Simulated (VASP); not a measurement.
# C in VASP: a series of runs

Runs on C. Level: PBE. Tasks: single point, relaxation of cell and atoms.

All numbers are computed with VASP 6.6.1; they aren't measurements. Logs are shortened: lines on timing, memory, paths and dates and some standing lists are left out, and cuts for length are marked.

### 1 The cell of the first run

It takes space group I4/mmm (No. 139, tetragonal). The conventional cell has a = 2.462 Å, b = 2.462 Å, c = 3.745 Å, α = 90.00°, β = 90.00°, γ = 90.00°. Within 3.3 Å of C (site symmetry 4/mmm) lie 12 C at 2.46 to 2.56 Å.

### 2 Single point, PBE

File INCAR:

```
SYSTEM = C
  PREC = Accurate
  ENCUT = 600
  EDIFF = 1E-6
  ISMEAR = 0
  SIGMA = 0.1
  LREAL = .False.
  LASPH = .True.
  NELM = 120
  ALGO = Normal
  ISIF = 2
  LWAVE = .False.
  LCHARG = .False.
  GGA = PE
  NBANDS = 8
  GGA_COMPAT = .False.
```

File KPOINTS:

```
regular mesh
0
Gamma
  10 10 10
  0 0 0
```

File POSCAR:

```
C
1.0
   -1.2309364123      1.2309364123      1.8726901807
    1.2309364123     -1.2309364123      1.8726901807
    1.2309364123      1.2309364123     -1.8726901807
C
1
Direct
    0.0000000000      0.0000000000      0.0000000000
```

Potentials or basis: VASP PAW PBE potentials, release 64 (C).

On the command line:

```console
> cat potpaw_PBE.64/C/POTCAR > POTCAR
> mpirun -np 1 vasp_std > vasp.out
```

OUTCAR:

```text
SYSTEM = C
   PREC = Accurate
   ENCUT = 600
   EDIFF = 1E-6
   ISMEAR = 0
   LREAL = .False.
   LASPH = .True.
   NELM = 120
   ISIF = 2
   GGA = PE

 ion  position               nearest neighbor table
   1  0.000  0.000  0.000-

  LATTYP: Found a body centered tetragonal cell.
 ALAT       =     2.4618728246
 C/A-ratio  =     1.5213541187

  Lattice vectors:

 A1 = (  -1.2309364123,   1.2309364123,   1.8726901807)
 A2 = (   1.2309364123,  -1.2309364123,   1.8726901807)
 A3 = (   1.2309364123,   1.2309364123,  -1.8726901807)

Analysis of symmetry for initial positions (statically):
=====================================================================
 Subroutine PRICEL returns:
 Original cell was already a primitive cell.

 Routine SETGRP: Setting up the symmetry group for a
 body centered tetragonal supercell.

 Subroutine GETGRP returns: Found 16 space group operations
 (whereof 16 operations were pure point group operations)
 out of a pool of 16 trial point group operations.

The static configuration has the point symmetry D_4h.

Analysis of symmetry for dynamics (positions and initial velocities):
=====================================================================
 Subroutine PRICEL returns:
 Original cell was already a primitive cell.

 Routine SETGRP: Setting up the symmetry group for a
 body centered tetragonal supercell.

 Subroutine GETGRP returns: Found 16 space group operations
 (whereof 16 operations were pure point group operations)
 out of a pool of 16 trial point group operations.

The dynamic configuration has the point symmetry D_4h.

 Subroutine INISYM returns: Found 16 space group operations
 (whereof 16 operations are pure point group operations),
 and found     1 'primitive' translations

----------------------------------------------------------------------------------------

                                     Primitive cell

  volume of cell :      11.3500

  direct lattice vectors                    reciprocal lattice vectors
    -1.230936412  1.230936412  1.872690181     0.000000000  0.406194825  0.266995579
     1.230936412 -1.230936412  1.872690181     0.406194825  0.000000000  0.266995579
     1.230936412  1.230936412 -1.872690181     0.406194825  0.406194825  0.000000000

  length of vectors
     2.556829563  2.556829563  2.556829563     0.486087312  0.486087312  0.574446230

  position of ions in fractional coordinates (direct lattice)
     0.000000000  0.000000000  0.000000000

  ion indices of the primitive-cell ions
   primitive index   ion index
                 1           1

----------------------------------------------------------------------------------------

 KPOINTS: regular mesh

Automatic generation of k-mesh.
 Grid dimensions read from file:
 generate k-points for:   10   10   10

 Generating k-lattice:

  Cartesian coordinates                     Fractional coordinates (reciprocal lattice)
     0.000000000  0.040619482  0.026699558     0.100000000  0.000000000  0.000000000
     0.040619482  0.000000000  0.026699558     0.000000000  0.100000000  0.000000000
     0.040619482  0.040619482  0.000000000     0.000000000  0.000000000  0.100000000

  Length of vectors
     0.048608731  0.048608731  0.057444623

  Shift w.r.t. Gamma in fractional coordinates (k-lattice)
     0.000000000  0.000000000  0.000000000

 Subroutine IBZKPT returns following result:
 ===========================================

 Found    102 irreducible k-points:

 Following reciprocal coordinates:
            Coordinates               Weight
  0.000000  0.000000  0.000000      1.000000
  0.100000  0.000000  0.000000      8.000000
  0.200000  0.000000  0.000000      8.000000
  0.300000  0.000000  0.000000      8.000000
  0.400000  0.000000  0.000000      8.000000
  0.500000  0.000000 -0.000000      4.000000
[... 16 lines left out ...]
  0.300000  0.300000  0.000000      8.000000
  0.400000  0.300000  0.000000     16.000000
 [... further k-points ...]
   k-points           NKPTS =    102   k-points in BZ     NKDIM =    102   number of bands    NBANDS=      8
   number of dos      NEDOS =    301   number of ions     NIONS =      1
   total plane-waves  NPLWV =   8000
   dimension x,y,z NGX =    20 NGY =   20 NGZ =   20
   dimension x,y,z NGXF=    40 NGYF=   40 NGZF=   40
   ions per type =               1
   NGX,Y,Z   is equivalent  to a cutoff of  13.00, 13.00, 13.00 a.u.
   NGXF,Y,Z  is equivalent  to a cutoff of  26.01, 26.01, 26.01 a.u.
 SYSTEM =  C
   PREC   = accura    normal or accurate (medium, high low for compatibility)
   ISTART =      0    job   : 0-new  1-cont  2-samecut
   ICHARG =      2    charge: 1-file 2-atom 10-const
   ISPIN  =      1    spin polarized calculation?
   LNONCOLLINEAR =      F non collinear calculations
   LSORBIT =      F    spin-orbit coupling
   LASPH  =      T    aspherical Exc in radial PAW
   ENCUT  =  600.0 eV  44.10 Ry    6.64 a.u.   5.11  5.11  5.11*2*pi/ulx,y,z
   NELM   =    120;   NELMIN=  2; NELMDL= -5     # of ELM steps
   EDIFF  = 0.1E-05   stopping-criterion for ELM
   LREAL  =      F    real-space projection
   EDIFFG = 0.1E-04   stopping-criterion for IOM
   NSW    =      0    number of steps for IOM
   IBRION =     -1    ionic relax: 0-MD 1-quasi-New 2-CG
   NFREE  =      0    steps in history (QN), initial steepest desc. (CG)
   ISIF   =      2    stress and relaxation
   ISYM   =      2    0-nonsym 1-usesym 2-fastsym
   POTIM  = 0.5000    time-step for ionic-motion
   TEBEG  =    0.0;   TEEND  =   0.0 temperature during run
   PSTRESS=    0.0 pullay stress
   NELECT =       4.0000    total number of electrons
   NUPDOWN=      -1.0000    fix difference up-down
   EMIN   =  10.00;   EMAX   =-10.00  energy-range for DOS
   EFERMI =   0.00;   METHOD = LEGACY
   ISMEAR =     0;   SIGMA  =   0.10  broadening in eV -4-tet -1-fermi 0-gaus
   EFERMI_NEDOS =   21; number of points for ismear=-14 and -15
   IALGO  =     38    algorithm
   IMIX   =      4    mixing-type and parameters
     AMIX     =   0.40;   BMIX     =  1.00
     AMIX_MAG =   1.60;   BMIX_MAG =  1.00
  volume/ion in A,a.u.               =      11.35        76.59
  Fermi-wavevector in a.u.,A,eV,Ry     =   1.156367  2.185217 18.193509  1.337185
  Thomas-Fermi vector in A             =   2.292988
   LORBIT       =      0    0 simple, 1 ext, 2 COOP (PROOUT), +10 PAW based schemes
   GGA     = PE    functional components
   LHFCALC =     F    Hartree Fock is set to
   AEXX    =    0.0000 exact exchange contribution
   IVDW    =     0    specifies the selected vdW correction
   LEPSILON=     F    determine dielectric tensor
   LRPA    =     F    only Hartree local field effects (RPA)
 non-spin polarized calculation
 Gauss-broadening in eV      SIGMA  =   0.10
  energy-cutoff  :      600.00
  volume of cell :       11.35
 maximum number of plane-waves:       390
   NGX = 11   NGY = 11   NGZ = 11

 number of electron       4.0000000 magnetization

 Free energy of the ion-electron system (eV)
  ---------------------------------------------------
  ext. energy  EPLUGINS =         0.00000000
  ---------------------------------------------------
  free energy    TOTEN  =        -4.15681475 eV

  energy without entropy =       -4.15407065  energy(sigma->0) =       -4.15544270

 E-fermi :   2.6432     XC(G=0): -10.6428

 val. band max:        2.6403052761   @ k =  -0.3000   0.5000   0.2000
 cond. band min:       2.6611777771   @ k =  -0.3000   0.3000   0.1000
 fundamental gap:      0.0208725009
 Fermi energy:         2.6432145267

 k-point     1 :       0.0000    0.0000    0.0000
  band No.  band energies     occupation
      1     -11.2905      2.00000
      2       7.6230      0.00000
      3       7.7908      0.00000
      4       7.7908      0.00000
      5      22.6911      0.00000
      6      27.0864      0.00000
      7      27.8902      0.00000
      8      27.8902      0.00000

 k-point     2 :       0.1000    0.0000    0.0000
  band No.  band energies     occupation
      1     -11.0050      2.00000
      2       6.9417      0.00000
      3       7.5259      0.00000
      4       7.7213      0.00000
      5      22.9073      0.00000
      6      25.5321      0.00000
      7      27.5779      0.00000
      8      28.2711      0.00000

 k-point     3 :       0.2000    0.0000    0.0000
  band No.  band energies     occupation
      1     -10.1580      2.00000
      2       4.8497      0.00000
      3       7.1440      0.00000
      4       7.5502      0.00000
      5      22.6799      0.00000
      6      24.1202      0.00000
      7      27.3181      0.00000
      8      28.8154      0.00000

 k-point     4 :       0.3000    0.0000    0.0000
  band No.  band energies     occupation
      1      -8.7863      2.00000
      2       2.0731      2.00000
      3       6.7198      0.00000
      4       7.3584      0.00000
      5      21.4544      0.00000
      6      24.4852      0.00000
      7      26.3023      0.00000
      8      28.1637      0.00000

 k-point     5 :       0.4000    0.0000    0.0000
  band No.  band energies     occupation
      1      -7.0217      2.00000
      2      -0.7301      2.00000
      3       6.4041      0.00000
      4       7.2174      0.00000
      5      20.7080      0.00000
      6      24.7187      0.00000
      7      25.5378      0.00000
      8      27.1908      0.00000
[... 177 lines left out ...]
 k-point    22 :      -0.2000    0.2000    0.0000
  band No.  band energies     occupation
      1      -9.7111      2.00000
      2       5.8322      0.00000
      3       6.1722      0.00000
      4       6.3943      0.00000
      5      21.5188      0.00000
      6      21.9448      0.00000
      7      28.6891      0.00000
      8      28.8807      0.00000

 k-point    23 :       0.3000    0.3000    0.0000
  band No.  band energies     occupation
      1      -5.2624      2.00000
      2       1.1308      2.00000
      3       1.7296      2.00000
      4       5.7428      0.00000
      5      18.7371      0.00000
      6      23.7022      0.00000
      7      25.1790      0.00000
      8      29.2761      0.00000

 k-point    24 :       0.4000    0.3000    0.0000
  band No.  band energies     occupation
      1      -4.0497      2.00000
      2      -0.2873      2.00000
      3       2.1081      2.00000
      4       5.1806      0.00000
      5      17.4684      0.00000
      6      22.2044      0.00000
      7      26.6437      0.00000
      8      30.0652      0.00000

 [... further k-points ...]

------------------------ aborting loop because EDIFF is reached ----------------------------------------

  FORCE on cell =-STRESS in cart. coord.  units (eV):
  Direction    XX          YY          ZZ          XY          YZ          ZX
  --------------------------------------------------------------------------------------
  -------------------------------------------------------------------------------------
  Total       -2.1896485     -2.1896485     -1.9191092      0.0000000      0.0000000      0.0000000
  in kB     -309.0920356   -309.0920356   -270.9025540      0.0000000      0.0000000      0.0000000
  external PRESSURE =    -296.3622084 kB  Pullay stress =       0.0000000 kB

 VOLUME and BASIS-vectors are now :
 -----------------------------------------------------------------------------
  energy-cutoff  :      600.00
  volume of cell :       11.35
      direct lattice vectors                 reciprocal lattice vectors
    -1.230936412  1.230936412  1.872690181     0.000000000  0.406194825  0.266995579
     1.230936412 -1.230936412  1.872690181     0.406194825  0.000000000  0.266995579
     1.230936412  1.230936412 -1.872690181     0.406194825  0.406194825  0.000000000

 POSITION                                       TOTAL-FORCE (eV/Angst)
 -----------------------------------------------------------------------------------
      0.00000      0.00000      0.00000        -0.000000      0.000000      0.000000
 -----------------------------------------------------------------------------------
    total drift:                                0.000000      0.000000      0.000000

  FREE ENERGIE OF THE ION-ELECTRON SYSTEM (eV)
  ---------------------------------------------------
  free  energy   TOTEN  =        -4.1568147496 eV

  energy  without entropy=       -4.1540706511  energy(sigma->0) =       -4.15544270
```

Run time: 13 s. Hardware: 1 thread of Intel Xeon 8259CL, shared host; peak memory 0.12 GiB.

What came out:

| Property | Result |
| --- | --- |
| Free energy | -4.1568 eV |
| Pressure | -29.6 GPa |
| Band gap on the k mesh | zero (bands 2 and 3 overlap by 6.97 eV) |

Stress tensor (GPa, compression positive):
```
-30.91   0.00   0.00
  0.00 -30.91   0.00
  0.00   0.00 -27.09
```

Caveat: the cell stands under tension.

(Part 1 of 2 ends here.)
